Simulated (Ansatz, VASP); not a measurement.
InAs: VASP beside Ansatz

```
In As
1.0
     0.00000    3.02900    3.02900
     3.02900    0.00000    3.02900
     3.02900    3.02900    0.00000
In As
1 1
Direct
  0.00000 0.00000 0.00000
  0.25000 0.25000 0.25000
```

Alike in both runs: task electric field gradients; functional PBE; k mesh 12 × 12 × 12; occupations fermi-dirac, width 0.02 eV; no spin polarisation.

```csv
,VASP,Ansatz
version,VASP 6.6.1,Ansatz 0.2.0
potentials or method,"VASP PAW PBE potentials, release 64 (In_d, As)","plane-wave PAW, scalar-relativistic"
plane-wave cutoff (eV),520,420
valence electrons in the cell,18,28
```

```csv
,VASP,Ansatz,Ansatz less VASP
pressure (GPa),3.6,3.5,-0.07
```

VASP's potentials hold 18 valence electrons a cell and Ansatz's 28, so a difference there can come from the potentials and not from the codes.
